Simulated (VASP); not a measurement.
Write the native input for VASP 6.6.1 that does the following.

```
Task                   : single point
Functional             : PBE
Potentials or basis    : VASP PAW PBE potentials, release 64 (Ti_sv, O)
Cutoff                 : 520 eV
k mesh                 : 8 × 8 × 8
Occupations            : gaussian, width 0.1 eV
Spin                   : no spin polarisation
Hubbard terms          : Ti d U = 4.0 eV
Dipole correction      : no
Further INCAR settings : ALGO = Normal; EDIFF = 1e-06; NBANDS = 33
```

The structure of TiO2 lies in POSCAR:

```
TiO2
1.0
   -1.9089361238      1.9089361238      4.8889359681
    1.9089361238     -1.9089361238      4.8889359681
    1.9089361238      1.9089361238     -4.8889359681
Ti O
2 4
Direct
    0.0000000000      0.0000000000      0.0000000000
    0.7500000000      0.2500000000      0.5000000000
    0.2051729116      0.2051729116      0.0000000000
    0.9551729116      0.4551729116      0.5000000000
    0.5448270884      0.0448270884      0.5000000000
    0.7948270884      0.7948270884      0.0000000000
```

One way to write it, as run:

INCAR

```
PREC = Accurate
ENCUT = 520
EDIFF = 1E-6
ISMEAR = 0
SIGMA = 0.1
LREAL = False
LASPH = True
NELM = 150
ALGO = Normal
ISIF = 2
LWAVE = False
LCHARG = False
LMAXMIX = 4
LDAU = True
LDAUTYPE = 2
LDAUL = 2 -1
LDAUU = 4 0
LDAUJ = 0 0
LDAUPRINT = 1
GGA = PE
NBANDS = 33
```

KPOINTS

```
Automatic mesh
0
Gamma
  8 8 8
```

Potentials or basis: VASP PAW PBE potentials, release 64 (Ti_sv, O).

The run is started by

```sh
$ cat potpaw_PBE.64/Ti_sv/POTCAR potpaw_PBE.64/O/POTCAR > POTCAR
$ mpirun -np 1 vasp_std > vasp.out
```

Results of the run:

```yaml
Pressure: 4.2 GPa
Largest_force: 0.164 eV/Å
Band_gap_on_the_k_mesh: 2.69 eV (least direct gap 2.96 eV)
```

Caveat: the cell stands under pressure.

It took 6.7 min on 1 thread of Intel Xeon 8259CL (shared host), peak memory 0.32 GiB.
